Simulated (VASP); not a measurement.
# Eu in VASP: further runs

Runs on Eu. Level: PBE. Tasks: single point.

Program: VASP 6.6.1. These are calculated values, not measurements. Logs are shortened: lines on timing, memory, paths and dates and some standing lists are left out, and cuts for length are marked.

**1. The cell of the first run**

It takes space group R-3m (No. 166, trigonal). Conventional cell: a = 6.388 Å, b = 6.388 Å, c = 4.000 Å, α = 90.00°, β = 90.00°, γ = 120.00°. Eu (site symmetry -3m) has 14 Eu at 3.92 to 4.55 Å within 5.1 Å.

**2. Single point, PBE, collinear spin, ferromagnetic start (equal xy, yz and zx shear strains of +1.5 %)**

Input file INCAR:

```
SYSTEM = Eu
ALGO     = Normal         ! electronic algorithm
EDIFF    = 1E-6           ! SCF threshold, eV
ENCUT    = 520            ! plane-wave cutoff, eV
GGA      = PE             ! functional
ISIF     = 2              ! what is computed and relaxed
ISMEAR   = -1             ! smearing method
ISPIN    = 2              ! spin polarisation
LASPH    = .TRUE.         ! aspherical terms in the spheres
LCHARG   = .FALSE.        ! write CHGCAR
LMAXMIX  = 6              ! l up to which the mixer works
LORBIT   = 11             ! projections on sites
LREAL    = .FALSE.        ! projectors in reciprocal space
LWAVE    = .FALSE.        ! write WAVECAR
MAGMOM   = 7              ! initial moments
NBANDS   = 18             ! bands
NELM     = 150            ! most SCF steps
PREC     = Accurate       ! precision mode
SIGMA    = 0.05           ! smearing width, eV
```

Input file KPOINTS:

```
k-points
0
G
  13 13 13
  0 0 0
```

Input file POSCAR:

```
Eu
1.0
   -2.2413675000      2.2755000000      2.2755000000
    2.2755000000     -2.2413675000      2.2755000000
    2.2755000000      2.2755000000     -2.2413675000
Eu
1
Direct
    0.0000000000      0.0000000000      0.0000000000
```

Potentials or basis: VASP PAW PBE potentials, release 64 (Eu).

Started as:

```
$ cat potpaw_PBE.64/Eu/POTCAR > POTCAR
$ mpirun -np 1 vasp_std > vasp.out
```

OUTCAR:

```text
SYSTEM = Eu
   EDIFF = 1E-6
   ENCUT = 520
   GGA = PE
   ISIF = 2
   ISMEAR = -1
   ISPIN = 2
   LASPH = .TRUE.
   LORBIT = 11
   LREAL = .FALSE.
   NELM = 150
   PREC = Accurate

 ion  position               nearest neighbor table
   1  0.000  0.000  0.000-

  LATTYP: Found a trigonal (rhomboedric) cell.
 ALAT       =     3.9216742305
 COS(alpha) =    -0.3265745861

  Lattice vectors:

 A1 = (  -2.2413675000,   2.2755000000,   2.2755000000)
 A2 = (   2.2755000000,  -2.2413675000,   2.2755000000)
 A3 = (   2.2755000000,   2.2755000000,  -2.2413675000)

Analysis of symmetry for initial positions (statically):
=====================================================================
 Subroutine PRICEL returns:
 Original cell was already a primitive cell.

 Routine SETGRP: Setting up the symmetry group for a
 trigonal (rhombohedral) supercell.

 Subroutine GETGRP returns: Found 12 space group operations
 (whereof 12 operations were pure point group operations)
 out of a pool of 12 trial point group operations.

The static configuration has the point symmetry D_3d.

Analysis of symmetry for dynamics (positions and initial velocities):
=====================================================================
 Subroutine PRICEL returns:
 Original cell was already a primitive cell.

 Routine SETGRP: Setting up the symmetry group for a
 trigonal (rhombohedral) supercell.

 Subroutine GETGRP returns: Found 12 space group operations
 (whereof 12 operations were pure point group operations)
 out of a pool of 12 trial point group operations.

The dynamic configuration has the point symmetry D_3d.

Analysis of structural, dynamic, and magnetic symmetry:
=====================================================================
 Subroutine PRICEL returns:
 Original cell was already a primitive cell.

 Routine SETGRP: Setting up the symmetry group for a
 trigonal (rhombohedral) supercell.

 Subroutine GETGRP returns: Found 12 space group operations
 (whereof 12 operations were pure point group operations)
 out of a pool of 12 trial point group operations.

The overall configuration has the point symmetry D_3d.

 Subroutine INISYM returns: Found 12 space group operations
 (whereof 12 operations are pure point group operations),
 and found     1 'primitive' translations

----------------------------------------------------------------------------------------

                                     Primitive cell

  volume of cell :      47.1213

  direct lattice vectors                    reciprocal lattice vectors
    -2.241367500  2.275500000  2.275500000    -0.003271808  0.218120561  0.218120561
     2.275500000 -2.241367500  2.275500000     0.218120561 -0.003271808  0.218120561
     2.275500000  2.275500000 -2.241367500     0.218120561  0.218120561 -0.003271808

  length of vectors
     3.921674230  3.921674230  3.921674230     0.308486407  0.308486407  0.308486407

  position of ions in fractional coordinates (direct lattice)
     0.000000000  0.000000000  0.000000000

  ion indices of the primitive-cell ions
   primitive index   ion index
                 1           1

----------------------------------------------------------------------------------------

 KPOINTS: k-points

Automatic generation of k-mesh.
 Grid dimensions read from file:
 generate k-points for:   13   13   13

 Generating k-lattice:

  Cartesian coordinates                     Fractional coordinates (reciprocal lattice)
    -0.000251678  0.016778505  0.016778505     0.076923077 -0.000000000 -0.000000000
     0.016778505 -0.000251678  0.016778505    -0.000000000  0.076923077 -0.000000000
     0.016778505  0.016778505 -0.000251678    -0.000000000 -0.000000000  0.076923077

  Length of vectors
     0.023729724  0.023729724  0.023729724

  Shift w.r.t. Gamma in fractional coordinates (k-lattice)
     0.000000000  0.000000000  0.000000000

 Subroutine IBZKPT returns following result:
 ===========================================

 Found    231 irreducible k-points:

 Following reciprocal coordinates:
            Coordinates               Weight
  0.000000  0.000000  0.000000      1.000000
  0.076923  0.000000  0.000000      6.000000
  0.153846  0.000000  0.000000      6.000000
  0.230769  0.000000  0.000000      6.000000
  0.307692  0.000000  0.000000      6.000000
  0.384615  0.000000  0.000000      6.000000
[... 16 lines left out ...]
  0.384615  0.153846  0.000000     12.000000
  0.461538  0.153846  0.000000     12.000000
 [... further k-points ...]
   k-points           NKPTS =    231   k-points in BZ     NKDIM =    231   number of bands    NBANDS=     18
   number of dos      NEDOS =    301   number of ions     NIONS =      1
   total plane-waves  NPLWV =  27000
   dimension x,y,z NGX =    30 NGY =   30 NGZ =   30
   dimension x,y,z NGXF=    60 NGYF=   60 NGZF=   60
   ions per type =               1
   NGX,Y,Z   is equivalent  to a cutoff of  12.72, 12.72, 12.72 a.u.
   NGXF,Y,Z  is equivalent  to a cutoff of  25.43, 25.43, 25.43 a.u.
 SYSTEM =  Eu
   PREC   = accura    normal or accurate (medium, high low for compatibility)
   ISTART =      0    job   : 0-new  1-cont  2-samecut
   ICHARG =      2    charge: 1-file 2-atom 10-const
   ISPIN  =      2    spin polarized calculation?
   LNONCOLLINEAR =      F non collinear calculations
   LSORBIT =      F    spin-orbit coupling
   LASPH  =      T    aspherical Exc in radial PAW
   ENCUT  =  520.0 eV  38.22 Ry    6.18 a.u.   7.29  7.29  7.29*2*pi/ulx,y,z
   NELM   =    150;   NELMIN=  2; NELMDL= -5     # of ELM steps
   EDIFF  = 0.1E-05   stopping-criterion for ELM
   LREAL  =      F    real-space projection
   EDIFFG = 0.1E-04   stopping-criterion for IOM
   NSW    =      0    number of steps for IOM
   IBRION =     -1    ionic relax: 0-MD 1-quasi-New 2-CG
   NFREE  =      0    steps in history (QN), initial steepest desc. (CG)
   ISIF   =      2    stress and relaxation
   ISYM   =      2    0-nonsym 1-usesym 2-fastsym
   POTIM  = 0.5000    time-step for ionic-motion
   TEBEG  =    0.0;   TEEND  =   0.0 temperature during run
   PSTRESS=    0.0 pullay stress
   NELECT =      17.0000    total number of electrons
   NUPDOWN=      -1.0000    fix difference up-down
   EMIN   =  10.00;   EMAX   =-10.00  energy-range for DOS
   EFERMI =   0.00;   METHOD = LEGACY
   ISMEAR =    -1;   SIGMA  =   0.05  broadening in eV -4-tet -1-fermi 0-gaus
   EFERMI_NEDOS =   21; number of points for ismear=-14 and -15
   IALGO  =     38    algorithm
   IMIX   =      4    mixing-type and parameters
     AMIX     =   0.40;   BMIX     =  1.00
     AMIX_MAG =   1.60;   BMIX_MAG =  1.00
  volume/ion in A,a.u.               =      47.12       317.99
  Fermi-wavevector in a.u.,A,eV,Ry     =   1.165428  2.202339 18.479723  1.358221
  Thomas-Fermi vector in A             =   2.301953
   LORBIT       =     11    0 simple, 1 ext, 2 COOP (PROOUT), +10 PAW based schemes
   GGA     = PE    functional components
   LHFCALC =     F    Hartree Fock is set to
   AEXX    =    0.0000 exact exchange contribution
   IVDW    =     0    specifies the selected vdW correction
   LEPSILON=     F    determine dielectric tensor
   LRPA    =     F    only Hartree local field effects (RPA)
 spin polarized calculation
  energy-cutoff  :      520.00
  volume of cell :       47.12
 maximum number of plane-waves:      1283
 NGX is ok and might be reduce to    30
   NGX = 15   NGY = 15   NGZ = 15

 number of electron      17.0000002 magnetization       7.3495393

 Free energy of the ion-electron system (eV)
  ---------------------------------------------------
  ext. energy  EPLUGINS =         0.00000000
  ---------------------------------------------------
  free energy    TOTEN  =       -11.41658232 eV

  energy without entropy =      -11.40287579  energy(sigma->0) =      -11.40972905

 E-fermi :   1.7168     XC(G=0):  -8.3813

 val. band max:        1.7133421784   @ k =   0.3077   0.2308   0.2308
 cond. band min:       1.7185246448   @ k =   0.4615   0.3077   0.3077
 fundamental gap:      0.0051824663
 Fermi energy:         1.7167970940

 spin component 1

 k-point     1 :       0.0000    0.0000    0.0000
  band No.  band energies     occupation
      1     -40.0316      1.00000
      2     -18.6666      1.00000
      3     -18.6600      1.00000
      4     -18.6600      1.00000
      5      -2.5126      1.00000
      6       1.1932      0.99997
[... 10 lines left out ...]
     17       4.9605      0.00000
     18      10.5606      0.00000

 k-point     2 :       0.0769    0.0000    0.0000
  band No.  band energies     occupation
      1     -40.0305      1.00000
      2     -18.6823      1.00000
      3     -18.6674      1.00000
      4     -18.6601      1.00000
      5      -2.3931      1.00000
      6       1.1954      0.99997
[... 10 lines left out ...]
     17       4.9691      0.00000
     18      10.7163      0.00000

 k-point     3 :       0.1538    0.0000    0.0000
  band No.  band energies     occupation
      1     -40.0274      1.00000
      2     -18.7304      1.00000
      3     -18.6830      1.00000
      4     -18.6603      1.00000
      5      -2.0475      1.00000
      6       1.1958      0.99997
[... 412 lines left out ...]
 k-point    23 :       0.3846    0.1538    0.0000
  band No.  band energies     occupation
      1     -40.0110      1.00000
      2     -18.9324      1.00000
      3     -18.7804      1.00000
      4     -18.6839      1.00000
      5       0.3653      1.00000
      6       1.1907      0.99997
[... 10 lines left out ...]
     17       7.0807      0.00000
     18       7.3545      0.00000

 k-point    24 :       0.4615    0.1538    0.0000
  band No.  band energies     occupation
      1     -40.0108      1.00000
      2     -18.9393      1.00000
      3     -18.7771      1.00000
      4     -18.6836      1.00000
      5       0.3828      1.00000
      6       1.1896      0.99997
[... 10 lines left out ...]
     17       7.0049      0.00000
     18       7.5128      0.00000

 [... further k-points ...]

 spin component 2

 k-point     1 :       0.0000    0.0000    0.0000
  band No.  band energies     occupation
      1     -36.8865      1.00000
      2     -16.3326      1.00000
      3     -16.3254      1.00000
      4     -16.3254      1.00000
      5      -1.7727      1.00000
      6       4.3167      0.00000
[... 10 lines left out ...]
     17       6.2808      0.00000
     18      11.5954      0.00000

 k-point     2 :       0.0769    0.0000    0.0000
  band No.  band energies     occupation
      1     -36.8850      1.00000
      2     -16.3533      1.00000
      3     -16.3345      1.00000
      4     -16.3255      1.00000
      5      -1.6480      1.00000
      6       4.2029      0.00000
[... 10 lines left out ...]
     17       6.2909      0.00000
     18      11.7451      0.00000

 k-point     3 :       0.1538    0.0000    0.0000
  band No.  band energies     occupation
      1     -36.8809      1.00000
      2     -16.4159      1.00000
      3     -16.3540      1.00000
      4     -16.3260      1.00000
      5      -1.2891      1.00000
      6       3.9343      0.00000
[... 412 lines left out ...]
 k-point    23 :       0.3846    0.1538    0.0000
  band No.  band energies     occupation
      1     -36.8591      1.00000
      2     -16.6744      1.00000
      3     -16.4781      1.00000
      4     -16.3564      1.00000
      5       1.1675      0.99998
      6       2.7464      0.00000
[... 10 lines left out ...]
     17       8.3849      0.00000
     18       8.5994      0.00000

 k-point    24 :       0.4615    0.1538    0.0000
  band No.  band energies     occupation
      1     -36.8588      1.00000
      2     -16.6828      1.00000
      3     -16.4739      1.00000
      4     -16.3559      1.00000
      5       1.1854      0.99998
      6       2.7106      0.00000
[... 10 lines left out ...]
     17       8.2863      0.00000
     18       8.7918      0.00000

 [... further k-points ...]

------------------------ aborting loop because EDIFF is reached ----------------------------------------

  FORCE on cell =-STRESS in cart. coord.  units (eV):
  Direction    XX          YY          ZZ          XY          YZ          ZX
  --------------------------------------------------------------------------------------
  -------------------------------------------------------------------------------------
  Total       -0.4293330     -0.4293330     -0.4293330     -0.0580101     -0.0580101     -0.0580101
  in kB      -14.5977956    -14.5977956    -14.5977956     -1.9724080     -1.9724080     -1.9724080
  external PRESSURE =     -14.5977956 kB  Pullay stress =       0.0000000 kB

 VOLUME and BASIS-vectors are now :
 -----------------------------------------------------------------------------
  energy-cutoff  :      520.00
  volume of cell :       47.12
      direct lattice vectors                 reciprocal lattice vectors
    -2.241367500  2.275500000  2.275500000    -0.003271808  0.218120561  0.218120561
     2.275500000 -2.241367500  2.275500000     0.218120561 -0.003271808  0.218120561
     2.275500000  2.275500000 -2.241367500     0.218120561  0.218120561 -0.003271808

 POSITION                                       TOTAL-FORCE (eV/Angst)
 -----------------------------------------------------------------------------------
      0.00000      0.00000      0.00000         0.000000     -0.000000     -0.000000
 -----------------------------------------------------------------------------------
    total drift:                               -0.000000     -0.000000      0.000000

  FREE ENERGIE OF THE ION-ELECTRON SYSTEM (eV)
  ---------------------------------------------------
  free  energy   TOTEN  =       -11.4165823182 eV

  energy  without entropy=      -11.4028757915  energy(sigma->0) =      -11.40972905

 total charge

# of ion       s       p       d       f       tot
--------------------------------------------------
    1        2.080   5.718   0.247   6.676  14.720

 magnetization (x)

# of ion       s       p       d       f       tot
--------------------------------------------------
    1       -0.005  -0.097   0.124   6.674   6.697
```

Wall time 9.4 min (1 thread of Intel Xeon Platinum 8259CL at 2.50GHz (Skylake/Cascade Lake), shared host); peak memory 0.45 GiB.

Results:

* Free energy: -11.4166 eV
* Pressure: -1.5 GPa
* Net moment: 7.35 μB per cell
* Site moments: Eu +6.70 μB
* Valence electrons inside the program's atomic spheres: Eu 14.72

Caveat: the cell differs from its parent crystal (equal xy, yz and zx shear strains of +1.5 %); spin-orbit coupling is left out, which moves the levels of the heavy elements; semilocal functionals describe open f shells poorly, which spoils levels, moments and volumes.

**3. Single point, PBE, collinear spin, ferromagnetic start (x and y stretched by -2 %, z held)**

Input file INCAR:

```
SYSTEM = Eu
PREC = Accurate
ENCUT = 520
EDIFF = 1E-7
ISMEAR = -1
SIGMA = 0.05
LREAL = .False.
LASPH = .True.
NELM = 150
ALGO = Normal
ISIF = 2
LWAVE = .False.
LCHARG = .False.
ISPIN = 2
MAGMOM = 7
LORBIT = 11
LMAXMIX = 6
GGA = PE
NBANDS = 18
```

Input file KPOINTS:

```
regular mesh
0
Gamma
  13 13 13
  0 0 0
```

Input file POSCAR:

```
Eu
1.0
   -2.2299900000      2.2299900000      2.2755000000
    2.2299900000     -2.2299900000      2.2755000000
    2.2299900000      2.2299900000     -2.2755000000
Eu
1
Direct
    0.0000000000      0.0000000000      0.0000000000
```

Potentials or basis: VASP PAW PBE potentials, release 64 (Eu).

Started as:

```
$ cat potpaw_PBE.64/Eu/POTCAR > POTCAR
$ mpirun -np 1 vasp_std > vasp.out
```

It took 4.6 min on 1 thread of AMD EPYC 9R45 (Zen 5), shared host; peak memory 0.37 GiB.

It converged, with:

* Free energy: -11.4323 eV
* Pressure: -1.1 GPa
* Net moment: 7.32 μB per cell
* Site moments: Eu +6.69 μB
* Valence electrons inside the program's atomic spheres: Eu 14.72

Levels at points of the mesh, in eV from the Fermi level:
Spin up:
```csv
k point,band 8,band 9,band 10,band 11,band 12,band 13,band 14,band 15,band 16,band 17
"(0.00, 0.00, 0.00)",-0.52,-0.39,-0.39,-0.39,-0.35,1.71,1.71,1.84,3.24,3.44
```
Spin down:
```
           k point  band 1  band 2  band 3  band 4  band 5  band 6  band 7  band 8  band 9  band 10
(0.00, 0.00, 0.00)  -38.58  -17.99  -17.99  -17.99   -3.55    2.67    2.67    2.81    3.97     4.00
```

Caveat: the cell differs from its parent crystal (x and y stretched by -2 %, z held); spin-orbit coupling is left out, which moves the levels of the heavy elements; semilocal functionals describe open f shells poorly, which spoils levels, moments and volumes. The state reached can hang on the start; a lower one may exist.
